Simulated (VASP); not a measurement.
Sb, 1 atom in the cell. It takes space group Im-3m (No. 229, cubic). The conventional cell has a = 3.692 Å, b = 3.692 Å, c = 3.692 Å, α = 90.00°, β = 90.00°, γ = 90.00°. Within 4.2 Å of Sb (site symmetry m-3m) lie 14 Sb at 3.20 to 3.69 Å. 

* Program: VASP 6.6.1
* Task: single point
* Functional: r2SCAN
* Potentials or basis: VASP PAW PBE potentials, release 64 (Sb)
* Cutoff: 520 eV
* k mesh: 10 × 10 × 10
* Occupations: fermi-dirac, width 0.05 eV
* Spin: no spin polarisation
* Dipole correction: no
* Further INCAR settings: ALGO = Normal; EDIFF = 1e-06; NBANDS = 8

Potentials or basis: VASP PAW PBE potentials, release 64 (Sb).

Launch:

```bash
$ cat potpaw_PBE.64/Sb/POTCAR > POTCAR
$ cp INCAR.step1 INCAR
$ mpirun -np 1 vasp_std > vasp.out
$ cp INCAR.step2 INCAR
$ mpirun -np 1 vasp_std > vasp.out
```

Hardware: 1 thread of Intel Xeon 6975P-C, on a shared host.

How long does it take, and how much memory?

Wall time 21 s on 1 thread of Intel Xeon 6975P-C, with other jobs on the host, peak memory 0.14 GiB. Counts: k points 47.
